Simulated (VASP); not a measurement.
Mg, 1 atom in the cell. The structure is tetragonal, space group I4/mmm (No. 139). Conventional cell: a = 3.543 Å, b = 3.543 Å, c = 3.341 Å, α = 90.00°, β = 90.00°, γ = 90.00°. Within 4.0 Å of Mg (site symmetry 4/mmm) lie 14 Mg at 3.01 to 3.54 Å.  This cell differs from its parent crystal: strained.

```yaml
Program: VASP 6.6.1
Task: single point
Functional: PBE
Potentials_or_basis: VASP PAW PBE potentials, release 64 (Mg)
Cutoff: 520 eV
k_mesh: 16 × 16 × 16
Occupations: gaussian, width 0.1 eV
Spin: no spin polarisation
Dipole_correction: no
Further_INCAR_settings: ALGO = Fast; EDIFF = 1e-06; NBANDS = 7
```

Potentials or basis: VASP PAW PBE potentials, release 64 (Mg).

Run with:

```sh
$ cat potpaw_PBE.64/Mg/POTCAR > POTCAR
$ mpirun -np 1 vasp_std > vasp.out
```

Hardware: 1 thread of Intel Xeon 8259CL, with other jobs on the host.

Problem. Estimate the wall time of this run.

Solution. Wall time 44 s on 1 thread of Intel Xeon 8259CL, with other jobs on the host, peak memory 0.18 GiB. Counts: scf iterations 9, k points 349.
